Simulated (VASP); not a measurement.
Set up this calculation in VASP 6.6.1, as the native input.

* Task: single point
* Functional: r2SCAN
* Potentials or basis: VASP PAW PBE potentials, release 64 (Si)
* Cutoff: 520 eV
* k mesh: 20 × 20 × 20
* Occupations: gaussian, width 0.15 eV
* Spin: no spin polarisation
* Dipole correction: no
* Further INCAR settings: ALGO = Normal; EDIFF = 1e-06; NBANDS = 11

Crystal: Si.

```
Si
1.0
    -2.30023    2.30023    1.36914
     2.30023   -2.30023    1.36914
     2.30023    2.30023   -1.36914
Si
2
Cartesian
  2.3002 0.0000 0.6846
  0.0000 0.0000 1.3691
```

This cell differs from its parent crystal: strain -0.030 along x and y, +0.030 along z.

The input as run:

POSCAR

```
Si
1.0
   -2.3002311354      2.3002311354      1.3691433516
    2.3002311354     -2.3002311354      1.3691433516
    2.3002311354      2.3002311354     -1.3691433516
Si
2
Direct
    0.2500000000      0.7500000000      0.5000000000
    0.5000000000      0.5000000000      0.0000000000
```

INCAR.step1

```
PREC = Accurate
ENCUT = 520
ISMEAR = 0
SIGMA = 0.15
LREAL = False
LASPH = True
NELM = 80
NBANDS = 11
GGA = PE
ALGO = Normal
EDIFF = 1E-4
LWAVE = True
LCHARG = False
```

INCAR.step2

```
PREC = Accurate
ENCUT = 520
EDIFF = 1E-6
ISMEAR = 0
SIGMA = 0.15
LREAL = False
LASPH = True
NELM = 80
ALGO = Normal
ISIF = 2
LWAVE = False
LCHARG = True
METAGGA = R2SCAN
LMIXTAU = True
LELF = True
LVHAR = True
NBANDS = 11
ISTART = 1
```

KPOINTS

```
Automatic mesh
0
Gamma
  20 20 20
```

Potentials or basis: VASP PAW PBE potentials, release 64 (Si).

The run is started by

```sh
$ cat potpaw_PBE.64/Si/POTCAR > POTCAR
$ cp INCAR.step1 INCAR
$ mpirun -np 1 vasp_std > vasp.out
$ cp INCAR.step2 INCAR
$ mpirun -np 1 vasp_std > vasp.out
```

Results of the run:

```json
{
 "Pressure": "8.2 GPa",
 "Band gap on the k mesh": "zero (bands 4 and 5 overlap by 7.82 eV)"
}
```

Caveat: the cell differs from its parent crystal (strain -0.030 along x and y, +0.030 along z); the stress differs along the axes, from 3 to 11 GPa; the PAW data sets were made with another functional, which shifts forces and pressure a little.

Wall time 5.8 min on 1 thread of Intel(R) Xeon(R) 6975P-C (Granite Rapids), with other jobs on the host, peak memory 0.28 GiB.
